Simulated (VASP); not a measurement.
# Zn2InGaO5 (P6_3/mmc) in VASP: further runs, part 2 of 2

VASP 6.6.1. The steps go on from the part before.

## 4. Single point, PBEsol

This run uses another cell than the first one, of 11.73 Å³/atom.

INCAR reads:

```
SYSTEM = Zn2InGaO5
ALGO = Normal
EDIFF = 1E-6
ENCUT = 520
GGA = PS
ISIF = 2
ISMEAR = 0
LASPH = .True.
LCHARG = .False.
LREAL = Auto
LWAVE = .False.
NBANDS = 95
NELM = 60
PREC = Accurate
SIGMA = 0.02
```

KPOINTS reads:

```
k-points
0
Gamma
  12 12 2
  0 0 0
```

POSCAR reads:

```
Zn2InGaO5
1.0
    3.3025786221      0.0000000000      0.0000000000
   -1.6512893111      2.8601169848      0.0000000000
    0.0000000000      0.0000000000     22.3580694762
Zn In Ga O
4 2 2 10
Direct
    0.3333333333      0.6666666667      0.6356265920
    0.3333333333      0.6666666667      0.8643734080
    0.6666666667      0.3333333333      0.1356265920
    0.6666666667      0.3333333333      0.3643734080
    0.0000000000      0.0000000000      0.5000000000
    0.0000000000      0.0000000000      0.0000000000
    0.0000000000      0.0000000000      0.7500000000
    0.0000000000      0.0000000000      0.2500000000
    0.3333333333      0.6666666667      0.5482242972
    0.0000000000      0.0000000000      0.6620263169
    0.3333333333      0.6666666667      0.7500000000
    0.0000000000      0.0000000000      0.8379736831
    0.3333333333      0.6666666667      0.9517757028
    0.6666666667      0.3333333333      0.0482242972
    0.0000000000      0.0000000000      0.1620263169
    0.6666666667      0.3333333333      0.2500000000
    0.0000000000      0.0000000000      0.3379736831
    0.6666666667      0.3333333333      0.4517757028
```

Potentials or basis: VASP PAW PBE potentials, release 64 (Zn, In_d, Ga_d, O).

On the command line:

```sh
> cat potpaw_PBE.64/Zn/POTCAR potpaw_PBE.64/In_d/POTCAR potpaw_PBE.64/Ga_d/POTCAR potpaw_PBE.64/O/POTCAR > POTCAR
> mpirun -np 1 vasp_std > vasp.out
```

OUTCAR:

```text
SYSTEM = Zn2InGaO5
   EDIFF = 1E-6
   ENCUT = 520
   GGA = PS
   ISIF = 2
   ISMEAR = 0
   LASPH = .True.
   LREAL = Auto
   NELM = 60
   PREC = Accurate

 ion  position               nearest neighbor table
   1  0.333  0.667  0.636-   9 1.95  10 2.00  10 2.00  10 2.00
   2  0.333  0.667  0.864-  13 1.95  12 2.00  12 2.00  12 2.00
   3  0.667  0.333  0.136-  14 1.95  15 2.00  15 2.00  15 2.00
   4  0.667  0.333  0.364-  18 1.95  17 2.00  17 2.00  17 2.00
   5  0.000  0.000  0.500-   9 2.19  18 2.19  18 2.19   9 2.19  18 2.19   9 2.19
   6  0.000  0.000  0.000-  13 2.19  14 2.19  14 2.19  13 2.19  14 2.19  13 2.19
   7  0.000  0.000  0.750-  11 1.91  11 1.91  11 1.91  12 1.97  10 1.97
   8  0.000  0.000  0.250-  16 1.91  16 1.91  16 1.91  17 1.97  15 1.97
   9  0.333  0.667  0.548-   1 1.95   5 2.19   5 2.19   5 2.19
  10  0.000  0.000  0.662-   7 1.97   1 2.00   1 2.00   1 2.00
  11  0.333  0.667  0.750-   7 1.91   7 1.91   7 1.91
  12  0.000  0.000  0.838-   7 1.97   2 2.00   2 2.00   2 2.00
  13  0.333  0.667  0.952-   2 1.95   6 2.19   6 2.19   6 2.19
  14  0.667  0.333  0.048-   3 1.95   6 2.19   6 2.19   6 2.19
  15  0.000  0.000  0.162-   8 1.97   3 2.00   3 2.00   3 2.00
  16  0.667  0.333  0.250-   8 1.91   8 1.91   8 1.91
  17  0.000  0.000  0.338-   8 1.97   4 2.00   4 2.00   4 2.00
  18  0.667  0.333  0.452-   4 1.95   5 2.19   5 2.19   5 2.19

  LATTYP: Found a hexagonal cell.
 ALAT       =     3.3025786221
 C/A-ratio  =     6.7698825780

  Lattice vectors:

 A1 = (   3.3025786221,   0.0000000000,   0.0000000000)
 A2 = (  -1.6512893111,   2.8601169848,   0.0000000000)
 A3 = (   0.0000000000,   0.0000000000,  22.3580694762)

Analysis of symmetry for initial positions (statically):
=====================================================================
 Subroutine PRICEL returns:
 Original cell was already a primitive cell.

 Routine SETGRP: Setting up the symmetry group for a
 hexagonal supercell.

 Subroutine GETGRP returns: Found 24 space group operations
 (whereof 12 operations were pure point group operations)
 out of a pool of 24 trial point group operations.
[... 175 lines left out ...]
   LHFCALC =     F    Hartree Fock is set to
   AEXX    =    0.0000 exact exchange contribution
   IVDW    =     0    specifies the selected vdW correction
   LEPSILON=     F    determine dielectric tensor
   LRPA    =     F    only Hartree local field effects (RPA)
 non-spin polarized calculation
 Gauss-broadening in eV      SIGMA  =   0.02
  energy-cutoff  :      520.00
  volume of cell :      211.19
 maximum number of plane-waves:      5748
 NGX is ok and might be reduce to    28
   NGX = 13   NGY = 13   NGZ = 83

 number of electron     160.0000014 magnetization

 Free energy of the ion-electron system (eV)
  ---------------------------------------------------
  ext. energy  EPLUGINS =         0.00000000
  ---------------------------------------------------
  free energy    TOTEN  =      -100.69952332 eV

  energy without entropy =     -100.69952332  energy(sigma->0) =     -100.69952332

 E-fermi :   3.2432     XC(G=0): -11.4245

 val. band max:        3.1108589453   @ k =   0.0000   0.0000   0.0000
 cond. band min:       4.3358819632   @ k =   0.0000   0.0000   0.0000
 fundamental gap:      1.2250230180
 Fermi energy:         3.2431769054

 k-point     1 :       0.0000    0.0000    0.0000
  band No.  band energies     occupation
      1     -15.7940      2.00000
      2     -15.7926      2.00000
      3     -14.6689      2.00000
      4     -14.6460      2.00000
      5     -14.2009      2.00000
      6     -14.0976      2.00000
[... 2269 lines left out ...]
     91      11.6102      0.00000
     92      11.6102      0.00000

 [... further k-points ...]

 [bands above 92 left out]

------------------------ aborting loop because EDIFF is reached ----------------------------------------

  FORCE on cell =-STRESS in cart. coord.  units (eV):
  Direction    XX          YY          ZZ          XY          YZ          ZX
  --------------------------------------------------------------------------------------
  -------------------------------------------------------------------------------------
  Total        0.8172889      0.8172889      0.9753590     -0.0000000      0.0000000     -0.0000000
  in kB        6.2003320      6.2003320      7.3995246     -0.0000000      0.0000000     -0.0000000
  external PRESSURE =       6.6000628 kB  Pullay stress =       0.0000000 kB

 VOLUME and BASIS-vectors are now :
 -----------------------------------------------------------------------------
  energy-cutoff  :      520.00
  volume of cell :      211.19
      direct lattice vectors                 reciprocal lattice vectors
     3.302578622  0.000000000  0.000000000     0.302793700  0.174818024  0.000000000
    -1.651289311  2.860116985  0.000000000     0.000000000  0.349636048  0.000000000
     0.000000000  0.000000000 22.358069476     0.000000000  0.000000000  0.044726581

 POSITION                                       TOTAL-FORCE (eV/Angst)
 -----------------------------------------------------------------------------------
     -0.00000      1.90674     14.21138         0.000000      0.000000      0.000737
     -0.00000      1.90674     19.32572         0.000000     -0.000000     -0.000737
      1.65129      0.95337      3.03235        -0.000000      0.000000      0.000737
      1.65129      0.95337      8.14669        -0.000000     -0.000000     -0.000737
      0.00000      0.00000     11.17903        -0.000000      0.000000      0.000000
      0.00000      0.00000      0.00000        -0.000000      0.000000      0.000000
[... 10 lines left out ...]
      0.00000      0.00000      7.55644        -0.000000     -0.000000     -0.021570
      1.65129      0.95337     10.10083        -0.000000      0.000000      0.016267
 -----------------------------------------------------------------------------------
    total drift:                                0.000000      0.000000      0.000000

  FREE ENERGIE OF THE ION-ELECTRON SYSTEM (eV)
  ---------------------------------------------------
  free  energy   TOTEN  =      -100.6995233163 eV

  energy  without entropy=     -100.6995233163  energy(sigma->0) =     -100.69952332
```

It took 40 min on 1 thread of Oxide Virtual Turin-like, shared host; peak memory 0.62 GiB.

What came out:

```yaml
Free_energy: -100.6995 eV
Pressure: 0.7 GPa
Largest_force: 0.022 eV/Å
Band_gap_on_the_k_mesh: 1.23 eV
```

Forces in eV/Å, atoms in the order of the input:
```
Zn   0.000  0.000  0.001
Zn   0.000  0.000 -0.001
Zn   0.000  0.000  0.001
Zn   0.000  0.000 -0.001
In   0.000  0.000  0.000
In   0.000  0.000  0.000
Ga   0.000  0.000  0.000
Ga   0.000  0.000  0.000
O    0.000  0.000 -0.016
O    0.000  0.000  0.022
O    0.000  0.000  0.000
O    0.000  0.000 -0.022
O    0.000  0.000  0.016
O    0.000  0.000 -0.016
O    0.000  0.000  0.022
O    0.000  0.000  0.000
O    0.000  0.000 -0.022
O    0.000  0.000  0.016
```

Stress tensor (GPa, compression positive):
```
0.62 0.00 0.00
0.00 0.62 0.00
0.00 0.00 0.74
```

Caveat: the PAW data sets were made with another functional, which shifts forces and pressure a little; spin-orbit coupling is left out, which moves the levels of the heavy elements. A k mesh can miss the band edges.

## 5. The runs side by side

| cell | gap on the mesh (eV) | pressure (GPa) | largest force (eV/Å) |
| --- | --- | --- | --- |
| a = 3.411, b = 3.411, c = 23.059 Å, angles 90.0, 90.0, 120.0°, 18 atoms, atomic positions A | 0.92 | -12.2 | 0.01 |
| a = 3.269, b = 3.269, c = 22.132 Å, angles 90.0, 90.0, 120.0°, 18 atoms, atomic positions B | 1.33 | 6.1 | 0.03 |
| a = 3.303, b = 3.303, c = 22.358 Å, angles 90.0, 90.0, 120.0°, 18 atoms, atomic positions B | 1.23 | 0.7 | 0.02 |

Alike in all rows: task single point; level PBEsol; potentials or basis VASP PAW PBE potentials, release 64 (Zn, In_d, Ga_d, O); no spin polarisation; k mesh 12 × 12 × 2; cutoff (eV) 520; smearing gaussian 0.02 eV.

Caveats: the PAW data sets were made with another functional, which shifts forces and pressure a little; spin-orbit coupling is left out, which moves the levels of the heavy elements; the cell stands under tension (at least some runs); the cell stands under pressure (at least some runs).

Total energies depend on the potentials used, so only differences within one code and one set of settings carry meaning.
